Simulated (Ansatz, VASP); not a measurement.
CaO in VASP and in Ansatz

INCAR

```
SYSTEM = CaO
ALGO = Normal
EDIFF = 1E-6
ENCUT = 600
GGA = PE
GGA_COMPAT = .FALSE.
ISIF = 2
ISMEAR = 0
LASPH = .TRUE.
LCHARG = .FALSE.
LDAU = .TRUE.
LDAUJ = 0 0
LDAUL = -1 1
LDAUPRINT = 1
LDAUTYPE = 2
LDAUU = 0 1.3
LREAL = .FALSE.
LWAVE = .FALSE.
NBANDS = 15
NELM = 200
PREC = Accurate
SIGMA = 0.1
```

File KPOINTS:

```
k-points
0
G
  6 6 6
  0 0 0
```

POSCAR

```
CaO
1.0
    0.0000000000      2.4035556960      2.4035556960
    2.4035556960      0.0000000000      2.4035556960
    2.4035556960      2.4035556960      0.0000000000
Ca O
1 1
Direct
    0.0000000000      0.0000000000      0.0000000000
    0.5000000000      0.5000000000      0.5000000000
```

Input for Ansatz:

```yaml
crystal:
  lattice:
    - [0.0, 2.403555696, 2.403555696]
    - [2.403555696, 0.0, 2.403555696]
    - [2.403555696, 2.403555696, 0.0]
  atoms:
    - { symbol: Ca, position: [0.0, 0.0, 0.0] }
    - { symbol: O, position: [0.5, 0.5, 0.5] }
basis:
  ecutwfc: "16 Ha"
kpoints:
  mp_grid: { grid: [6, 6, 6] }
hamiltonian:
  xc: pbe
  hubbard: { sites: [{ species: O, l: p, u_eff: 1.3 }], projectors: atomic }
scf:
  occupations: { method: gaussian, width: 0.1 }
output:
  forces: true
  stress: true
  eigenvalues: true
```

Alike in both runs: task single point; functional PBE; k mesh 6 × 6 × 6; occupations gaussian, width 0.1 eV; no spin polarisation; Hubbard terms O p U = 1.3 eV.

|  | VASP | Ansatz |
| --- | --- | --- |
| version | VASP 6.6.1 | Ansatz 0.2.0 |
| potentials or method | VASP PAW PBE potentials, release 64 (Ca_sv, O), cutoff 600 eV | scalar-relativistic, plane waves, PAW |
| valence electrons in the cell | 16 | 16 |

```tsv
	VASP	Ansatz	Ansatz less VASP
gap on the k mesh at the Fermi level (eV)	3.66	4.00	+0.340
least direct gap on the mesh (eV)	4.03	4.40	+0.364
pressure (GPa)	1.8	1.3	-0.48
```

The programs project onto different local orbitals, so the same U acts differently, and such runs can settle in different states.
